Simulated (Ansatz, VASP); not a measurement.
Fe in VASP and in Ansatz

Contents of POSCAR:

```
Fe
1.0
    0.0000000000      2.4975449670      2.4975449670
    2.4975449670      0.0000000000      2.4975449670
    2.4975449670      2.4975449670      0.0000000000
Fe
2
Direct
    1.0000000000      0.0000000000      0.0000000000
    0.5000000000      0.5000000000      0.5000000000
```

Contents of INCAR.step1:

```
  PREC = Accurate
  ENCUT = 520
  ISMEAR = -1
  SIGMA = 0.05
  LREAL = False
  LASPH = True
  NELM = 150
  ISPIN = 2
  MAGMOM = 2.741 -2.741
  LMAXMIX = 4
  NBANDS = 19
  GGA = PE
  ALGO = Normal
  EDIFF = 1E-4
  LWAVE = True
  LCHARG = False
```

File INCAR.step2:

```
  PREC = Accurate
  ENCUT = 520
  EDIFF = 1E-6
  ISMEAR = -1
  SIGMA = 0.05
  LREAL = False
  LASPH = True
  NELM = 150
  ALGO = Normal
  ISIF = 2
  LWAVE = False
  LCHARG = False
  ISPIN = 2
  MAGMOM = 2.741 -2.741
  LORBIT = 11
  LMAXMIX = 4
  METAGGA = R2SCAN
  LMIXTAU = True
  NBANDS = 19
  ISTART = 1
```

KPOINTS

```
Automatic mesh
0
Gamma
  13 13 13
```

Input for Ansatz:

```yaml
crystal:
  lattice:
    - [0.0, 2.497544967, 2.497544967]
    - [2.497544967, 0.0, 2.497544967]
    - [2.497544967, 2.497544967, 0.0]
  atoms:
    - { symbol: Fe, position: [1.0, 0.0, 0.0], spin: 2.741 }
    - { symbol: Fe, position: [0.5, 0.5, 0.5], spin: -2.741 }
hamiltonian:
  xc: r2scan
  pseudopotentials:
    kind: paw
    azcp:
      Fe: "pseudopotentials/Fe.paw.azcp"
basis:
  ecutwfc: 500
  fft_grid_basis: typed
kpoints:
  mp_grid: { grid: [13, 13, 13], shift: [0, 0, 0] }
magnetization:
  spin_polarized: true
scf:
  occupations: { method: fermi_dirac, width: 0.05 }
  lower_state_search: "off"
output:
  stress: true
```

Alike in both runs: task single point; functional r2SCAN; k mesh 13 × 13 × 13; occupations fermi-dirac, width 0.05 eV; collinear spin.

```csv
,VASP,Ansatz
version,VASP 6.6.1,Ansatz 0.2.0
potentials or method,"VASP PAW PBE potentials, release 64 (Fe), cutoff 520 eV","plane waves (500 eV) with PAW, scalar-relativistic"
valence electrons in the cell,16,32
```

|  | VASP | Ansatz | Ansatz less VASP |
| --- | --- | --- | --- |
| pressure (GPa) | -6.6 | -6.4 | +0.15 |
| net moment per atom (μB) | 0.00 | 0.00 | 0.000 |
| size of the moment on the site where the two differ most (μB) | 2.92 | 2.85 | -0.072 |

VASP's potentials were made for PBE, not for r2SCAN. Site moments also hang on the region over which each program counts them. VASP's potentials hold 16 valence electrons a cell and Ansatz's 32, so a difference there can come from the potentials and not from the codes. Ansatz's warnings: stability check not made.
